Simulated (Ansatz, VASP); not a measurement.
# CdHg3Se4: VASP beside Ansatz

File INCAR:

```
SYSTEM = CdHg3Se4
PREC = Accurate
ENCUT = 520
EDIFF = 1E-6
ISMEAR = 0
SIGMA = 0.1
LREAL = .False.
LASPH = .True.
NELM = 100
ALGO = Normal
ISIF = 2
LWAVE = .False.
LCHARG = .True.
GGA = PE
LELF = .True.
LVHAR = .True.
NBANDS = 46
```

File KPOINTS:

```
regular mesh
0
Gamma
  8 8 4
  0 0 0
```

POSCAR

```
CdHg3Se4
1.0
    4.4198559504      0.0000000000      0.0000000000
    0.0000000000      4.4198559504      0.0000000000
    0.0000000000      0.0000000000     12.4648034389
Cd Hg Se
1 3 4
Direct
    0.0000000000      0.0000000000      0.0000000000
    0.5000000000      0.5000000000      0.7514151957
    0.0000000000      0.0000000000      0.5000000000
    0.5000000000      0.5000000000      0.2485848043
    0.5000000000      0.0000000000      0.8773528895
    0.0000000000      0.5000000000      0.6257109190
    0.5000000000      0.0000000000      0.3742890810
    0.0000000000      0.5000000000      0.1226471105
```

Input for Ansatz:

```yaml
crystal:
  lattice:
    - [4.4198559504, 0.0, 0.0]
    - [0.0, 4.4198559504, 0.0]
    - [0.0, 0.0, 12.4648034389]
  atoms:
    - { symbol: Cd, position: [0.0, 0.0, 0.0] }
    - { symbol: Hg, position: [0.5, 0.5, 0.7514151957] }
    - { symbol: Hg, position: [0.0, 0.0, 0.5] }
    - { symbol: Hg, position: [0.5, 0.5, 0.2485848043] }
    - { symbol: Se, position: [0.5, 0.0, 0.8773528895] }
    - { symbol: Se, position: [0.0, 0.5, 0.625710919] }
    - { symbol: Se, position: [0.5, 0.0, 0.374289081] }
    - { symbol: Se, position: [0.0, 0.5, 0.1226471105] }
basis:
  ecutwfc: 420
kpoints:
  mp_grid: { grid: [8, 8, 4] }
  band_path:
    path:
      - [[0.0, 0.0, 0.0], [0.0, 0.5, 0.0], [0.5, 0.5, 0.0], [0.0, 0.0, 0.0], [0.0, 0.0, 0.5], [0.0, 0.5, 0.5], [0.5, 0.5, 0.5], [0.0, 0.0, 0.5]]
      - [[0.0, 0.5, 0.0], [0.0, 0.5, 0.5]]
      - [[0.5, 0.5, 0.0], [0.5, 0.5, 0.5]]
    npoints: 14
hamiltonian:
  xc: pbe
scf:
  occupations: { method: gaussian, width: 0.1 }
  n_extra_bands: 20
output:
  forces: true
  stress: true
  eigenvalues: true
  populations: true
  dos: { projected: true, de: 0.02, nscf_kmesh: { grid: [10, 10, 5] } }
  bader: true
  write_density: true
  write_potential: true
  elf: true
  volumetric_format: npy
```

Alike in both runs: task single point; functional PBE; k mesh 8 × 8 × 4; occupations gaussian, width 0.1 eV; no spin polarisation.

```csv
,VASP,Ansatz
version,VASP 6.6.1,Ansatz 0.2.0
potentials or method,"VASP PAW PBE potentials, release 64 (Cd, Hg, Se), cutoff 520 eV","scalar-relativistic, plane waves, PAW"
valence electrons in the cell,72,144
```

VASP gave:

```
gap on the k mesh at the Fermi level (eV) : none
pressure (GPa)                            : 0.2
```

Estimate Ansatz's values.

gap on the k mesh at the Fermi level (eV): none; pressure (GPa): 0.0.

A gap of «none» marks a metal or a gap that the smearing closes. With one functional, cell and mesh, what is left measures potentials, basis and numerics. VASP's potentials hold 72 valence electrons a cell and Ansatz's 144, so a difference there can come from the potentials and not from the codes.

Neither program's run includes spin-orbit coupling.
